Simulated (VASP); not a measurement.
Write the native input for VASP 6.6.1 that does the following.

- Task: single point
- Functional: PBE
- Potentials or basis: VASP PAW PBE potentials, release 64 (Pt)
- Cutoff: 520 eV
- k mesh: 18 × 18 × 10
- Occupations: gaussian, width 0.15 eV
- Spin: no spin polarisation
- Dipole correction: no
- Further INCAR settings: ALGO = Fast; EDIFF = 1e-07; NBANDS = 17

The structure of Pt lies in POSCAR:

```
Pt
1.0
    2.8068000000      0.0000000000      0.0000000000
   -1.4034000000      2.4307601033      0.0000000000
    0.0000000000      0.0000000000      4.6021000000
Pt
2
Direct
    0.6666666667      0.3333333333      0.7500000000
    0.3333333333      0.6666666667      0.2500000000
```

These files were run (other wordings do the same):

INCAR

```
PREC = Accurate ; ENCUT = 520
EDIFF = 1E-7 ; ISMEAR = 0
SIGMA = 0.15 ; LREAL = F
LASPH = T ; NELM = 80
ALGO = Fast ; ISIF = 2
LWAVE = F ; LCHARG = F
GGA = PE ; NBANDS = 17
```

KPOINTS

```
Automatic mesh
0
Gamma
  18 18 10
```

Potentials or basis: VASP PAW PBE potentials, release 64 (Pt).

Launch:

```bash
$ cat potpaw_PBE.64/Pt/POTCAR > POTCAR
$ mpirun -np 1 vasp_std > vasp.out
```

It gave:

- Pressure: 0.2 GPa
- Band gap on the k mesh: zero (band 10 reaches 10.82 eV, above the bottom of band 11 at 9.63 eV)

Caveat: spin-orbit coupling is left out, which moves the levels of the heavy elements.

It took 71 s on 1 thread of Intel(R) Xeon(R) Platinum 8488C (Sapphire Rapids), on a shared host, peak memory 0.22 GiB.
